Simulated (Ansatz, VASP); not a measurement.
# Two plane-wave programs on Al2O3

```
Al O
1.0
     3.13818    0.00000    0.00000
    -1.56909    2.71775    0.00000
     0.00000    0.00000    7.87762
Al O
2 3
Direct
  0.00000 0.00000 0.27795
  0.00000 0.00000 0.72205
  0.33333 0.66667 0.19945
  0.66667 0.33333 0.80055
  0.00000 0.00000 0.50000
```

Change from the starting cell: strain +0.040 along x and y, +0.040 along z, atoms carried along.

Alike in both runs: task single point; functional r2SCAN; k mesh 12 × 12 × 4; occupations gaussian, width 0.05 eV; no spin polarisation.

|  | VASP | Ansatz |
| --- | --- | --- |
| version | VASP 6.6.1 | Ansatz 0.2.0 |
| potentials or method | VASP PAW PBE potentials, release 64 (Al, O), cutoff 520 eV | scalar-relativistic, plane waves, PAW |
| valence electrons in the cell | 24 | 24 |

Ansatz gave:

| Item | Value |
| --- | --- |
| gap on the k mesh at the Fermi level (eV) | 2.13 |
| least direct gap on the mesh (eV) | 2.13 |
| pressure (GPa) | -20.0 |
| traceless stress, the component that is largest in VASP (GPa) | -2.98 |
| rms of the force components (eV/Å) | 0.594 |

Which values does VASP return?

gap on the k mesh at the Fermi level (eV): 2.12; least direct gap on the mesh (eV): 2.12; pressure (GPa): -20.2; traceless stress, the component that is largest in VASP (GPa): -2.79; rms of the force components (eV/Å): 0.591.

VASP's potentials were made for PBE, not for r2SCAN. Atom by atom the forces differ by 0.018 eV/Å (rms over components).
